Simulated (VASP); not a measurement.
A run of VASP 6.6.1 is set up as follows.

INCAR

```
SYSTEM = Si2W
  ALGO = Normal
  EDIFF = 1E-6
  ENCUT = 520
  GGA = PE
  ISIF = 2
  ISMEAR = 0
  LASPH = .TRUE.
  LCHARG = .TRUE.
  LELF = .TRUE.
  LREAL = .FALSE.
  LVHAR = .TRUE.
  LWAVE = .FALSE.
  NBANDS = 18
  NELM = 100
  PREC = Accurate
  SIGMA = 0.15
```

KPOINTS

```
k-points
0
G
  18 18 18
  0 0 0
```

The input POSCAR:

```
Si2W
1.0
   -1.7460190717      1.7460190717      3.7677345548
    1.7460190717     -1.7460190717      3.7677345548
    1.7460190717      1.7460190717     -3.7677345548
Si W
2 1
Direct
    0.3345726944      0.3345726944      0.0000000000
    0.6654273056      0.6654273056      0.0000000000
    0.0000000000      0.0000000000      0.0000000000
```

Potentials or basis: VASP PAW PBE potentials, release 64 (Si, W_sv).

Command:

```console
$ cat potpaw_PBE.64/Si/POTCAR potpaw_PBE.64/W_sv/POTCAR > POTCAR
$ mpirun -np 1 vasp_std > vasp.out
```

(1) What does it give for the largest force?

(2) What does it give for the pressure?

Results:

(1) 0.242 eV/Å.

(2) -14.6 GPa.

Caveat: the cell stands under tension.
